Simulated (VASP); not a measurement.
**MgO: single point with LDA**

Crystal: MgO.

```xyz
12
Lattice="2.0806 -2.0806 0.0000 2.0806 0.0000 -2.0806 8.8426 8.3225 7.8023" Properties=species:S:1:pos:R:3 pbc="T T T"
Mg    5.2015    1.0403    3.1209
Mg    3.1209    1.0403    1.0403
Mg    7.2822    3.1209    3.1209
Mg   11.4434    5.2015    5.2015
Mg    7.2822    5.2015    5.2015
Mg    3.1209   -1.0403   -1.0403
O     5.2015    1.0403    1.0403
O     1.0403    1.0403    1.0403
O     5.2015    3.1209    3.1209
O     9.3628    5.2015    5.2015
O     9.3628    3.1209    3.1209
O     9.3628    7.2822    7.2822
```

- Program: VASP 6.6.1
- Task: single point
- Functional: LDA
- Potentials or basis: VASP PAW LDA potentials, release 64 (Mg, O)
- Cutoff: 520 eV
- k mesh: 9 × 9 × 2
- Occupations: gaussian, width 0.05 eV
- Spin: no spin polarisation
- Dipole correction: no
- Further INCAR settings: ALGO = Normal; EDIFF = 1e-06; NBANDS = 36

```json
{
 "Pressure": "3.4 GPa",
 "Largest force": "6.783 eV/Å",
 "Band gap on the k mesh": "4.73 eV, direct"
}
```

Forces on the atoms (eV/Å):
```
Mg   0.024  0.024  0.024
Mg   0.041  0.046  0.049
Mg   0.025  0.025  0.025
Mg   0.041 -0.265 -0.205
Mg   0.025  0.025  0.024
Mg   1.813  0.113  6.523
O   -0.033 -0.021 -0.019
O   -0.195  0.237  0.229
O   -0.025 -0.025 -0.025
O   -0.010 -0.017 -0.032
O   -0.025 -0.025 -0.025
O   -1.682 -0.118 -6.569
```

Stress tensor (GPa, compression positive):
```
-1.27 -1.29  4.91
-1.29 -1.00  3.27
 4.91  3.27 12.49
```

Levels at points of the mesh, in eV from the valence-band top:
| k point | band 22 | band 23 | band 24 | band 25 | band 26 | band 27 |
| --- | --- | --- | --- | --- | --- | --- |
| (0.00, 0.00, 0.00) | -0.15 | -0.12 | 0.00 | 4.73 | 5.99 | 6.31 |
| (0.00, 0.00, 0.50) | -0.19 | -0.15 | -0.04 | 5.02 | 5.37 | 6.92 |

Wall time 2.2 min on 1 thread of Intel(R) Xeon(R) 6975P-C (Granite Rapids) (shared host), peak memory 0.35 GiB.

Caveat: forces of over 1 eV/Å act on the atoms, so gaps and moduli don't describe the material at rest. A k mesh can miss the band edges.
